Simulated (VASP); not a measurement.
A run of VASP 6.6.1:

INCAR

```
ALGO = Normal
EDIFF = 1E-6
ENCUT = 520
GGA = PE
ISIF = 2
ISMEAR = 0
LASPH = T
LCHARG = F
LREAL = F
LWAVE = F
NBANDS = 26
NELM = 60
PREC = Accurate
SIGMA = 0.01
```

The input KPOINTS:

```
k-points
0
Gamma
  3 3 3
```

POSCAR

```
AlN
1.0
    0.0000000000     -4.4031742015      0.0000000000
    0.0000000000      0.0000000000     -4.4031742015
    4.4031742015      0.0000000000      0.0000000000
Al N
4 4
Direct
    0.0000000000      0.0000000000      0.0000000000
    0.5000000000      0.0000000000      0.5000000000
    0.0000000000      0.5000000000      0.5000000000
    0.5000000000      0.5000000000      0.0000000000
    0.7500000000      0.7500000000      0.7500000000
    0.2500000000      0.7500000000      0.2500000000
    0.7500000000      0.2500000000      0.2500000000
    0.2500000000      0.2500000000      0.7500000000
```

Potentials or basis: VASP PAW PBE potentials, release 64 (Al, N).

Command:

```console
$ cat potpaw_PBE.64/Al/POTCAR potpaw_PBE.64/N/POTCAR > POTCAR
$ mpirun -np 1 vasp_std > vasp.out
```

Hardware: 1 thread of Intel(R) Xeon(R) Platinum 8488C (Sapphire Rapids), on a shared host.

Estimate the wall time of this run.

Run time: 12 s on 1 thread of Intel(R) Xeon(R) Platinum 8488C (Sapphire Rapids) (shared host), peak memory 0.19 GiB. Counts: scf iterations 14, k points 4.
